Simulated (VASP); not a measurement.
# MgCuGe: single point with RPBE

MgCuGe:

```
Mg Cu Ge
1.0
     4.00530    0.00000    0.00000
     0.00000    4.00530    0.00000
     0.00000    0.00000    6.39475
Mg Cu Ge
2 2 2
Direct
  0.00000 0.00000 0.00000
  0.50000 0.50000 0.00000
  0.00000 0.50000 0.29804
  0.50000 0.00000 0.70196
  0.00000 0.50000 0.67798
  0.50000 0.00000 0.32202
```

```yaml
Program: VASP 6.6.1
Task: single point
Functional: RPBE
Potentials_or_basis: VASP PAW PBE potentials, release 64 (Mg, Cu, Ge_d)
Cutoff: 520 eV
k_mesh: 6 × 6 × 4
Occupations: fermi-dirac, width 0.15 eV
Spin: no spin polarisation
Dipole_correction: no
Further_INCAR_settings: ALGO = Normal; EDIFF = 1e-06; NBANDS = 36
```

```
Pressure               : 3.0 GPa
Largest force          : 0.048 eV/Å
Band gap on the k mesh : zero (bands 27 and 28 overlap by 3.71 eV)
```

Forces on the atoms (eV/Å):
```
Mg   0.000  0.000  0.000
Mg   0.000  0.000  0.000
Cu   0.000  0.000  0.033
Cu   0.000  0.000 -0.033
Ge   0.000  0.000 -0.048
Ge   0.000  0.000  0.048
```

Stress tensor (GPa, compression positive):
```
3.01 0.00 0.00
0.00 3.01 0.00
0.00 0.00 2.91
```

Levels at points of the mesh, in eV from the Fermi level:
| k point | band 25 | band 26 | band 27 | band 28 | band 29 | band 30 |
| --- | --- | --- | --- | --- | --- | --- |
| (0.00, 0.00, 0.00) | -1.24 | -0.83 | 1.05 | 1.16 | 1.16 | 1.41 |
| (0.50, 0.00, 0.00) | -2.06 | -2.06 | 1.45 | 1.45 | 2.98 | 2.98 |
| (0.50, 0.50, 0.00) | -2.05 | -2.05 | -1.58 | -1.58 | -1.49 | -1.49 |
| (0.00, 0.00, 0.50) | -0.59 | -0.59 | 0.09 | 0.12 | 0.12 | 1.16 |
| (0.50, 0.00, 0.50) | 0.36 | 0.36 | 1.29 | 1.29 | 1.81 | 1.81 |
| (0.50, 0.50, 0.50) | -2.38 | -2.38 | -2.11 | -2.11 | 1.28 | 1.28 |

Run time: 2.5 min on 1 thread of Oxide Virtual Turin-like Processor, with other jobs on the host, peak memory 0.23 GiB.

Caveat: the PAW data sets were made with another functional, which shifts forces and pressure a little.
